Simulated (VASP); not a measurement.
A run of VASP 6.6.1 is set up as follows.

INCAR

```
ALGO     = Normal         # electronic algorithm
EDIFF    = 1E-7           # SCF threshold, eV
EDIFFG   = -0.01          # ionic threshold
ENCUT    = 500            # plane-wave cutoff, eV
GGA      = PE             # functional
GGA_COMPAT= F            
IBRION   = 2              # ionic algorithm
ISIF     = 3              # what is computed and relaxed
ISMEAR   = -1             # smearing method
LASPH    = T              # aspherical terms in the spheres
LCHARG   = F              # write CHGCAR
LREAL    = F              # projectors in reciprocal space
LWAVE    = F              # write WAVECAR
NELM     = 120            # most SCF steps
NELMIN   = 4            
NSW      = 80             # ionic steps
PREC     = Accurate       # precision mode
SIGMA    = 0.1            # smearing width, eV
```

Contents of KPOINTS:

```
k-points
0
Gamma
  6 6 6
```

Contents of POSCAR:

```
Y
1.0
    0.0000000000      3.5000000000      3.5000000000
    3.5000000000      0.0000000000      3.5000000000
    3.5000000000      3.5000000000      0.0000000000
Y
2
Direct
    1.0000000000      1.0000000000      1.0000000000
    0.2500000000      0.2500000000      0.2500000000
```

Potentials or basis: VASP PAW PBE potentials, release 64 (Y_sv).

The run is started by

```sh
$ cat potpaw_PBE.64/Y_sv/POTCAR > POTCAR
$ mpirun -np 1 vasp_std > vasp.out
```

**Question.** Estimate the space group after relaxing (to 0.1 Å).

**Answer.** Fd-3m (No. 227).

**Question.** What does it give for the relaxed cell?

**Answer.** a = 5.019 Å, b = 5.019 Å, c = 5.019 Å, α = 60.00°, β = 60.00°, γ = 60.00°.

**Question.** Predict the band gap on the k mesh.

**Answer.** Zero (bands 11 and 12 overlap by 0.51 eV).

The path:
```csv
step,energy change (eV),largest force (eV/Å),pressure (GPa),volume (Å³)
1,0.0000,0.0000,0.46,85.75
2,-0.0035,0.0000,0.27,87.28
3,-0.0055,0.0000,0.03,89.42
```
